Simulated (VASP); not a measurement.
# Mg3Sb2 (P-3m1) in VASP: notebook, part 2 of 2

VASP 6.6.1.

## 6. Single point, PBE

This run uses another cell than the first one, of 27.12 Å³/atom.

File INCAR:

```
ALGO     = Normal         # electronic algorithm
EDIFF    = 1E-6           # SCF threshold, eV
ENCUT    = 600            # plane-wave cutoff, eV
GGA      = PE             # functional
GGA_COMPAT= F            
ISIF     = 2              # what is computed and relaxed
ISMEAR   = 0              # smearing method
LASPH    = T              # aspherical terms in the spheres
LCHARG   = F              # write CHGCAR
LREAL    = F              # projectors in reciprocal space
LWAVE    = F              # write WAVECAR
NBANDS   = 16             # bands
NELM     = 120            # most SCF steps
PREC     = Accurate       # precision mode
SIGMA    = 0.01           # smearing width, eV
```

File KPOINTS:

```
k-points
0
Gamma
  12 12 6
```

File POSCAR:

```
Mg3Sb2
1.0
    4.5938670597      0.0000000000      0.0000000000
   -2.2969335298      3.9784055753      0.0000000000
    0.0000000000      0.0000000000      7.4197609360
Mg Sb
3 2
Direct
    0.3333333333      0.6666666667      0.6310342064
    0.6666666667      0.3333333333      0.3689657936
    0.0000000000      0.0000000000      0.0000000000
    0.3333333333      0.6666666667      0.2273549629
    0.6666666667      0.3333333333      0.7726450371
```

Potentials or basis: VASP PAW PBE potentials, release 64 (Mg, Sb).

The run is started by

```bash
> cat potpaw_PBE.64/Mg/POTCAR potpaw_PBE.64/Sb/POTCAR > POTCAR
> mpirun -np 1 vasp_std > vasp.out
```

OUTCAR:

```text
EDIFF = 1E-6
   ENCUT = 600
   GGA = PE
   ISIF = 2
   ISMEAR = 0
   LASPH = T
   LREAL = F
   NELM = 120
   PREC = Accurate

 ion  position               nearest neighbor table
   1  0.333  0.667  0.631-   5 2.85   5 2.85   5 2.85   4 3.00   2 3.29   2 3.29   2 3.29
   2  0.667  0.333  0.369-   4 2.85   4 2.85   4 2.85   5 3.00   1 3.29   1 3.29   1 3.29
   3  0.000  0.000  0.000-   4 3.14   5 3.14   4 3.14   5 3.14   5 3.14   4 3.14
   4  0.333  0.667  0.227-   2 2.85   2 2.85   2 2.85   1 3.00   3 3.14   3 3.14   3 3.14
   5  0.667  0.333  0.773-   1 2.85   1 2.85   1 2.85   2 3.00   3 3.14   3 3.14   3 3.14

  LATTYP: Found a hexagonal cell.
 ALAT       =     4.5938670597
 C/A-ratio  =     1.6151448964

  Lattice vectors:

 A1 = (   4.5938670597,   0.0000000000,   0.0000000000)
 A2 = (  -2.2969335298,   3.9784055753,   0.0000000000)
 A3 = (   0.0000000000,   0.0000000000,   7.4197609360)

Analysis of symmetry for initial positions (statically):
=====================================================================
 Subroutine PRICEL returns:
 Original cell was already a primitive cell.

 Routine SETGRP: Setting up the symmetry group for a
 hexagonal supercell.

 Subroutine GETGRP returns: Found 12 space group operations
 (whereof 12 operations were pure point group operations)
 out of a pool of 24 trial point group operations.

The static configuration has the point symmetry D_3d.

Analysis of symmetry for dynamics (positions and initial velocities):
=====================================================================
 Subroutine PRICEL returns:
 Original cell was already a primitive cell.

 Routine SETGRP: Setting up the symmetry group for a
 hexagonal supercell.

 Subroutine GETGRP returns: Found 12 space group operations
 (whereof 12 operations were pure point group operations)
 out of a pool of 24 trial point group operations.

The dynamic configuration has the point symmetry D_3d.

 Subroutine INISYM returns: Found 12 space group operations
 (whereof 12 operations are pure point group operations),
[... 126 lines left out ...]
   LORBIT       =      0    0 simple, 1 ext, 2 COOP (PROOUT), +10 PAW based schemes
   GGA     = PE    functional components
   LHFCALC =     F    Hartree Fock is set to
   AEXX    =    0.0000 exact exchange contribution
   IVDW    =     0    specifies the selected vdW correction
   LEPSILON=     F    determine dielectric tensor
   LRPA    =     F    only Hartree local field effects (RPA)
 non-spin polarized calculation
 Gauss-broadening in eV      SIGMA  =   0.01
  energy-cutoff  :      600.00
  volume of cell :      135.61
 maximum number of plane-waves:      4554
 NGX is ok and might be reduce to    40
   NGX = 19   NGY = 19   NGZ = 29

 number of electron      16.0000000 magnetization

 Free energy of the ion-electron system (eV)
  ---------------------------------------------------
  ext. energy  EPLUGINS =         0.00000000
  ---------------------------------------------------
  free energy    TOTEN  =       -14.63637693 eV

  energy without entropy =      -14.63637693  energy(sigma->0) =      -14.63637693

 E-fermi :   4.1330     XC(G=0):  -8.6660

 val. band max:        4.0800740986   @ k =   0.0000   0.0000   0.0000
 cond. band min:       4.2402249961   @ k =   0.0000   0.4167   0.3333
 fundamental gap:      0.1601508975
 Fermi energy:         4.1330442701

 k-point     1 :       0.0000    0.0000    0.0000
  band No.  band energies     occupation
      1      -5.9454      2.00000
      2      -4.8253      2.00000
      3      -0.6368      2.00000
      4       3.2089      2.00000
      5       3.2089      2.00000
      6       3.8522      2.00000
[... 433 lines left out ...]
      3      -0.2097      2.00000
      4       1.8815      2.00000
      5       2.3868      2.00000
      6       2.8422      2.00000
[... 8 lines left out ...]
     15       8.2174      0.00000
     16       8.9123      0.00000

 [... further k-points ...]

------------------------ aborting loop because EDIFF is reached ----------------------------------------

  FORCE on cell =-STRESS in cart. coord.  units (eV):
  Direction    XX          YY          ZZ          XY          YZ          ZX
  --------------------------------------------------------------------------------------
  -------------------------------------------------------------------------------------
  Total       -0.2634656     -0.2634656     -1.2070926     -0.0000000      0.0000000      0.0000000
  in kB       -3.1128422     -3.1128422    -14.2617816     -0.0000000      0.0000000      0.0000000
  external PRESSURE =      -6.8291554 kB  Pullay stress =       0.0000000 kB

 VOLUME and BASIS-vectors are now :
 -----------------------------------------------------------------------------
  energy-cutoff  :      600.00
  volume of cell :      135.61
      direct lattice vectors                 reciprocal lattice vectors
     4.593867060  0.000000000  0.000000000     0.217681528  0.125678489  0.000000000
    -2.296933530  3.978405575  0.000000000     0.000000000  0.251356977  0.000000000
     0.000000000  0.000000000  7.419760936     0.000000000  0.000000000  0.134775232

 POSITION                                       TOTAL-FORCE (eV/Angst)
 -----------------------------------------------------------------------------------
     -0.00000      2.65227      4.68212        -0.000000      0.000000     -0.008228
      2.29693      1.32614      2.73764        -0.000000      0.000000      0.008228
      0.00000      0.00000      0.00000        -0.000000      0.000000      0.000000
     -0.00000      2.65227      1.68692         0.000000     -0.000000     -0.013887
      2.29693      1.32614      5.73284        -0.000000      0.000000      0.013887
 -----------------------------------------------------------------------------------
    total drift:                               -0.000000      0.000000     -0.000000

  FREE ENERGIE OF THE ION-ELECTRON SYSTEM (eV)
  ---------------------------------------------------
  free  energy   TOTEN  =       -14.6363769342 eV

  energy  without entropy=      -14.6363769342  energy(sigma->0) =      -14.63637693
```

It took 2.5 min on 1 thread of Intel Xeon 6975P-C (Granite Rapids), shared host; peak memory 0.47 GiB.

What came out:

```yaml
Free_energy: -14.6364 eV
Pressure: -0.7 GPa
Largest_force: 0.014 eV/Å
Band_gap_on_the_k_mesh: 0.16 eV (least direct gap 1.02 eV)
```

Forces in eV/Å, atoms in the order of the input:
```
Mg   0.000  0.000 -0.008
Mg   0.000  0.000  0.008
Mg   0.000  0.000  0.000
Sb   0.000  0.000 -0.014
Sb   0.000  0.000  0.014
```

Levels at points of the mesh, in eV from the valence-band top:
```
           k point  band 4  band 5  band 6  band 7  band 8  band 9  band 10  band 11  band 12  band 13
(0.00, 0.00, 0.00)   -0.87   -0.87   -0.23   -0.23    0.00    1.02     1.39     3.22     3.22     3.80
(0.50, 0.00, 0.00)   -3.60   -3.04   -2.06   -2.04   -0.75    0.56     2.01     2.19     2.91     4.83
(0.00, 0.00, 0.50)   -2.90   -0.60   -0.60   -0.52   -0.52    1.92     1.93     2.90     2.90     3.73
(0.50, 0.00, 0.50)   -4.33   -1.62   -1.58   -1.44   -1.42    0.47     1.35     1.79     2.30     4.57
```

Caveat: spin-orbit coupling is left out, which moves the levels of the heavy elements. A k mesh can miss the band edges.

## 7. Summary

```tsv
cell	gap on the mesh (eV)	pressure (GPa)	largest force (eV/Å)
a = 4.594, b = 4.594, c = 7.129 Å, angles 90.0, 90.0, 120.0°, 5 atoms, atomic positions A	none	0.9	0.01
a = 4.594, b = 4.594, c = 7.274 Å, angles 90.0, 90.0, 120.0°, 5 atoms, atomic positions B	0.08	0.1	0.01
a = 4.594, b = 4.594, c = 7.420 Å, angles 90.0, 90.0, 120.0°, 5 atoms, atomic positions C	0.16	-0.7	0.01
```

Alike in all rows: task single point; level PBE; potentials or basis VASP PAW PBE potentials, release 64 (Mg, Sb); no spin polarisation; k mesh 12 × 12 × 6; cutoff (eV) 600; smearing gaussian 0.01 eV.

Caveats: spin-orbit coupling is left out, which moves the levels of the heavy elements.

Absolute energies hang on the potentials; compare differences alone.
